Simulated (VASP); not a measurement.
MoS: relaxation of cell and atoms with PBE

MoS:

```
Mo S
1.0
     4.96157    0.00000    0.00000
     0.00000    4.96157    0.00000
     0.00000    0.00000    4.96157
Mo S
4 4
Cartesian
  0.4809 0.4809 0.4809
  1.9999 4.4807 2.9617
  2.9617 1.9999 4.4807
  4.4807 2.9617 1.9999
  4.0484 4.0484 4.0484
  3.3940 0.9132 1.5676
  1.5676 3.3940 0.9132
  0.9132 1.5676 3.3940
```

| Property | Result |
| --- | --- |
| Program | VASP 6.6.1 |
| Task | relaxation of cell and atoms |
| Functional | PBE |
| Potentials or basis | VASP PAW PBE potentials, release 64 (Mo_sv, S) |
| Cutoff | 600 eV |
| k mesh | 8 × 8 × 8 |
| Occupations | gaussian, width 0.1 eV |
| Spin | no spin polarisation |
| Dipole correction | no |
| Further INCAR settings | ALGO = Normal; EDIFF = 1e-06; IBRION = 2; EDIFFG = -0.01; NSW = 100; ISIF = 3 |

The relaxed volume is 15.27 Å³/atom and the relaxed cell is a = 4.962 Å, b = 4.962 Å, c = 4.962 Å, α = 90.00°, β = 90.00°, γ = 90.00°. The space group after relaxing (to 0.1 Å) is P2_13 (No. 198). The energy gained by relaxing is 0.0 meV/atom and the ionic steps are 3. The pressure after relaxing is 0.0 GPa and the largest force after relaxing is 0.006 eV/Å. The band gap on the k mesh is zero (bands 40 and 41 overlap by 0.10 eV).

Forces in eV/Å, atoms in the order of the input:
```
Mo   0.000  0.000  0.000
Mo   0.000  0.000  0.000
Mo   0.000  0.000  0.000
Mo   0.000  0.000  0.000
S    0.003  0.003  0.003
S   -0.003 -0.003  0.003
S    0.003 -0.003 -0.003
S   -0.003  0.003 -0.003
```

Final structure:
```cif
data_structure
_symmetry_space_group_name_H-M 'P 1'
_symmetry_Int_Tables_number 1
_cell_length_a 4.9624
_cell_length_b 4.9624
_cell_length_c 4.9624
_cell_angle_alpha 90.000
_cell_angle_beta 90.000
_cell_angle_gamma 90.000
_cell_volume 122.20
loop_
_atom_site_label
_atom_site_type_symbol
_atom_site_fract_x
_atom_site_fract_y
_atom_site_fract_z
_atom_site_occupancy
Mo1 Mo 0.09693 0.09693 0.09693 1
Mo2 Mo 0.40307 0.90307 0.59693 1
Mo3 Mo 0.59693 0.40307 0.90307 1
Mo4 Mo 0.90307 0.59693 0.40307 1
S1 S 0.81598 0.81598 0.81598 1
S2 S 0.68402 0.18402 0.31598 1
S3 S 0.31598 0.68402 0.18402 1
S4 S 0.18402 0.31598 0.68402 1
```

Levels at points of the mesh, in eV from the Fermi level:
```tsv
k point	band 37	band 38	band 39	band 40	band 41	band 42	band 43	band 44
(0.00, 0.00, 0.00)	-1.42	-1.42	0.11	0.11	1.19	1.19	1.19	1.64
(0.50, 0.00, 0.00)	-1.14	-1.14	-0.67	-0.67	0.91	0.91	1.54	1.54
(0.50, 0.50, 0.00)	-1.51	-1.51	-0.41	-0.41	0.04	0.04	1.26	1.26
(0.50, 0.50, 0.50)	-0.77	-0.77	-0.77	-0.77	0.09	0.09	0.09	0.09
```

Run time: 16 min on 1 thread of AMD EPYC 7R13 (shared host), peak memory 0.37 GiB.
